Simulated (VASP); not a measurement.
# K (Fd-3m) in VASP: a series of runs, part 2 of 2

VASP 6.6.1. Earlier steps stand in the parts before.

## Step 4: Single point, PBE (66.59 Å³/atom)

This run uses another cell than the first one, of 66.59 Å³/atom.

The input, INCAR:

```
PREC     = Accurate       # precision mode
ENCUT    = 520            # plane-wave cutoff, eV
EDIFF    = 1E-6           # SCF threshold, eV
ISMEAR   = -1             # smearing method
SIGMA    = 0.1            # smearing width, eV
LREAL    = False          # projectors in reciprocal space
LASPH    = True           # aspherical terms in the spheres
NELM     = 100            # most SCF steps
ALGO     = Normal         # electronic algorithm
ISIF     = 2              # what is computed and relaxed
LWAVE    = False          # write WAVECAR
LCHARG   = False          # write CHGCAR
GGA      = PE             # functional
NBANDS   = 16             # bands
```

The input, KPOINTS:

```
regular mesh
0
Gamma
  8 8 8
```

The input, POSCAR:

```
K
1.0
    0.0000000000      4.0531610248      4.0531610248
    4.0531610248      0.0000000000      4.0531610248
    4.0531610248      4.0531610248      0.0000000000
K
2
Direct
   -0.1250000000     -0.1250000000     -0.1250000000
    0.1250000000      0.1250000000      0.1250000000
```

Potentials or basis: VASP PAW PBE potentials, release 64 (K_sv).

Command:

```
$ cat potpaw_PBE.64/K_sv/POTCAR > POTCAR
$ mpirun -np 1 vasp_std > vasp.out
```

OUTCAR:

```text
PREC = Accurate
   ENCUT = 520
   EDIFF = 1E-6
   ISMEAR = -1
   LREAL = False
   LASPH = True
   NELM = 100
   ISIF = 2
   GGA = PE

 ion  position               nearest neighbor table
   1  0.875  0.875  0.875-   2 3.51   2 3.51   2 3.51   2 3.51
   2  0.125  0.125  0.125-   1 3.51   1 3.51   1 3.51   1 3.51

  LATTYP: Found a face centered cubic cell.
 ALAT       =     8.1063220496

  Lattice vectors:

 A1 = (   0.0000000000,   4.0531610248,   4.0531610248)
 A2 = (   4.0531610248,   0.0000000000,   4.0531610248)
 A3 = (   4.0531610248,   4.0531610248,   0.0000000000)

Analysis of symmetry for initial positions (statically):
=====================================================================
 Subroutine PRICEL returns:
 Original cell was already a primitive cell.

 Routine SETGRP: Setting up the symmetry group for a
 face centered cubic supercell.

 Subroutine GETGRP returns: Found 48 space group operations
 (whereof 12 operations were pure point group operations)
 out of a pool of 48 trial point group operations.

The static configuration has the point symmetry D_3d.
[... 162 lines left out ...]

 E-fermi :   0.1999     XC(G=0):  -5.8688

 val. band max:        0.1432176119   @ k =   0.5000   0.1250   0.0000
 cond. band min:       0.2679629876   @ k =   0.5000   0.5000   0.0000
 fundamental gap:      0.1247453757
 Fermi energy:         0.1998872489

 k-point     1 :       0.0000    0.0000    0.0000
  band No.  band energies     occupation
      1     -32.5897      2.00000
      2     -32.4950      2.00000
      3     -16.1558      2.00000
      4     -16.1558      2.00000
      5     -16.1558      2.00000
      6     -15.9166      2.00000
[... 433 lines left out ...]
      3     -16.2145      2.00000
      4     -16.1972      2.00000
      5     -16.1091      2.00000
      6     -15.9706      2.00000
[... 8 lines left out ...]
     15       3.6354      0.00000
     16       3.8874      0.00000

 [... further k-points ...]

------------------------ aborting loop because EDIFF is reached ----------------------------------------

  FORCE on cell =-STRESS in cart. coord.  units (eV):
  Direction    XX          YY          ZZ          XY          YZ          ZX
  --------------------------------------------------------------------------------------
  -------------------------------------------------------------------------------------
  Total        1.1816628      1.1816628      1.1816628     -0.0000000      0.0000000     -0.0000000
  in kB       14.2164963     14.2164963     14.2164963     -0.0000000      0.0000000     -0.0000000
  external PRESSURE =      14.2164963 kB  Pullay stress =       0.0000000 kB

 VOLUME and BASIS-vectors are now :
 -----------------------------------------------------------------------------
  energy-cutoff  :      520.00
  volume of cell :      133.17
      direct lattice vectors                 reciprocal lattice vectors
     0.000000000  4.053161025  4.053161025    -0.123360507  0.123360507  0.123360507
     4.053161025  0.000000000  4.053161025     0.123360507 -0.123360507  0.123360507
     4.053161025  4.053161025  0.000000000     0.123360507  0.123360507 -0.123360507

 POSITION                                       TOTAL-FORCE (eV/Angst)
 -----------------------------------------------------------------------------------
      7.09303      7.09303      7.09303         0.000000      0.000000      0.000000
      1.01329      1.01329      1.01329        -0.000000     -0.000000     -0.000000
 -----------------------------------------------------------------------------------
    total drift:                                0.000000      0.000000      0.000000

  FREE ENERGIE OF THE ION-ELECTRON SYSTEM (eV)
  ---------------------------------------------------
  free  energy   TOTEN  =        -1.2477707364 eV

  energy  without entropy=       -1.1999305702  energy(sigma->0) =       -1.22385065
```

OSZICAR:

```text
N       E                     dE             d eps       ncg     rms          rms(c)
DAV:   1     0.113283462527E+03    0.11328E+03   -0.77905E+03   928   0.901E+02
DAV:   2     0.683760958313E+01   -0.10645E+03   -0.10442E+03  1152   0.268E+02
DAV:   3    -0.104643130114E+01   -0.78840E+01   -0.78649E+01  1760   0.505E+01
DAV:   4    -0.126508863187E+01   -0.21866E+00   -0.21861E+00  1280   0.797E+00
DAV:   5    -0.127235924857E+01   -0.72706E-02   -0.72705E-02  1512   0.884E-01    0.331E+00
DAV:   6    -0.125744351105E+01    0.14916E-01   -0.97146E-03  1192   0.683E-01    0.218E+00
DAV:   7    -0.124784540539E+01    0.95981E-02   -0.29463E-02  1232   0.880E-01    0.203E-01
DAV:   8    -0.124783953496E+01    0.58704E-05   -0.44297E-03  1448   0.527E-01    0.887E-02
DAV:   9    -0.124778135249E+01    0.58182E-04   -0.68467E-05  1384   0.638E-02    0.263E-02
DAV:  10    -0.124777110895E+01    0.10244E-04   -0.17798E-05  1296   0.229E-02    0.922E-03
DAV:  11    -0.124777000738E+01    0.11016E-05   -0.18941E-06  1032   0.645E-03    0.273E-03
DAV:  12    -0.124777073636E+01   -0.72898E-06   -0.84508E-08   880   0.189E-03
   1 F= -.12477707E+01 E0= -.12238507E+01  d E =-.478402E-01
```

Wall time 1.8 min (1 thread of Intel Xeon 6975P-C (Granite Rapids), shared host); peak memory 0.31 GiB.

Results:

```
Free energy            : -1.2478 eV
Pressure               : 1.4 GPa
Band gap on the k mesh : zero (bands 9 and 10 overlap by 0.74 eV)
```

## Step 5: Single point, PBE (75.46 Å³/atom)

This run uses another cell than the first one, of 75.46 Å³/atom.

The input, INCAR:

```
PREC = Accurate
ENCUT = 520
EDIFF = 1E-6
ISMEAR = -1
SIGMA = 0.1
LREAL = F
LASPH = T
NELM = 80
ALGO = Normal
ISIF = 2
LWAVE = F
LCHARG = F
GGA = PE
NBANDS = 16
```

KPOINTS is that of step 4.

The input, POSCAR:

```
K
1.0
    0.0000000000      4.2258402818      4.2258402818
    4.2258402818      0.0000000000      4.2258402818
    4.2258402818      4.2258402818      0.0000000000
K
2
Direct
   -0.1250000000     -0.1250000000     -0.1250000000
    0.1250000000      0.1250000000      0.1250000000
```

Command:

```
$ cat potpaw_PBE.64/K_sv/POTCAR > POTCAR
$ mpirun -np 1 vasp_std > vasp.out
```

Run time: 73 s. Hardware: 1 thread of Intel Xeon 6975P-C (Granite Rapids), shared host; peak memory 0.31 GiB.

Results (log left out):

| Property | Result |
| --- | --- |
| Free energy | -1.3745 eV |
| Pressure | 0.9 GPa |
| Band gap on the k mesh | zero (bands 9 and 10 overlap by 0.76 eV) |

Levels at points of the mesh, in eV from the Fermi level:
| k point | band 5 | band 6 | band 7 | band 8 | band 9 | band 10 | band 11 | band 12 | band 13 | band 14 |
| --- | --- | --- | --- | --- | --- | --- | --- | --- | --- | --- |
| (0.00, 0.00, 0.00) | -16.26 | -16.09 | -16.09 | -16.09 | -2.15 | 2.66 | 2.66 | 2.66 | 2.74 | 2.74 |
| (0.50, 0.00, 0.00) | -16.26 | -16.09 | -16.06 | -16.06 | -0.60 | -0.27 | 2.14 | 2.14 | 2.88 | 3.18 |
| (0.50, 0.50, 0.00) | -16.18 | -16.18 | -16.04 | -16.04 | 0.07 | 0.07 | 1.47 | 1.47 | 2.23 | 2.23 |

## Step 6: Summary

| cell | gap on the mesh (eV) | pressure (GPa) |
| --- | --- | --- |
| a = 5.208 Å, angles 60.0°, 2 atoms | none | 3.5 |
| a = 5.465 Å, angles 60.0°, 2 atoms | none | 2.3 |
| a = 5.732 Å, angles 60.0°, 2 atoms | none | 1.4 |
| a = 5.976 Å, angles 60.0°, 2 atoms | none | 0.9 |

Alike in all rows: task single point; level PBE; potentials or basis VASP PAW PBE potentials, release 64 (K_sv); no spin polarisation; k mesh 8 × 8 × 8; cutoff (eV) 520; smearing fermi-dirac 0.1 eV.

Caveats: the cell stands under pressure (at least some runs).

Absolute energies hang on the potentials; compare differences alone.

The gap in the log of VASP goes by the Fermi energy; the results here count the filled bands.